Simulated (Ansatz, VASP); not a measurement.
# One calculation of GaN, two programs

Contents of INCAR:

```
  PREC = Accurate
  ENCUT = 600
  EDIFF = 1E-6
  ISMEAR = 0
  SIGMA = 0.1
  LREAL = F
  LASPH = T
  NELM = 120
  ALGO = Normal
  ISIF = 2
  LWAVE = F
  LCHARG = F
  GGA = PE
  NBANDS = 16
  GGA_COMPAT = F
```

Contents of KPOINTS:

```
Automatic mesh
0
Gamma
  6 6 6
```

File POSCAR:

```
GaN
1.0
    0.0000000000      2.1496326734      2.1496326734
    2.1496326734      0.0000000000      2.1496326734
    2.1496326734      2.1496326734      0.0000000000
Ga N
1 1
Direct
    0.0000000000      0.0000000000      0.0000000000
    0.7500000000      0.7500000000      0.7500000000
```

Input for Ansatz:

```yaml
crystal:
  lattice:
    - [0.0, 2.1496326734, 2.1496326734]
    - [2.1496326734, 0.0, 2.1496326734]
    - [2.1496326734, 2.1496326734, 0.0]
  atoms:
    - { symbol: Ga, position: [0.0, 0.0, 0.0] }
    - { symbol: "N", position: [0.75, 0.75, 0.75] }
basis:
  ecutwfc: 420
kpoints:
  mp_grid: { grid: [6, 6, 6] }
hamiltonian:
  xc: pbe
scf:
  occupations: { method: gaussian, width: 0.1 }
  mixing: { algorithm: broyden }
  initial_density: { chi_scale: 0, normalization: atom }
  max_iter: 50
output:
  forces: true
  stress: true
  eigenvalues: true
```

Alike in both runs: task single point; functional PBE; k mesh 6 × 6 × 6; occupations gaussian, width 0.1 eV; no spin polarisation.

```csv
,VASP,Ansatz
version,VASP 6.6.1,Ansatz 0.2.0
potentials or method,"VASP PAW PBE potentials, release 64 (Ga_d, N), cutoff 600 eV","scalar-relativistic, plane waves, PAW"
valence electrons in the cell,18,18
```

```tsv
	VASP	Ansatz	Ansatz less VASP
gap on the k mesh at the Fermi level (eV)	2.63	2.62	-0.019
least direct gap on the mesh (eV)	2.63	2.62	-0.019
```

With one functional, cell and mesh, what is left measures potentials, basis and numerics.

The k mesh is coarse, so the values compare programs but aren't converged.
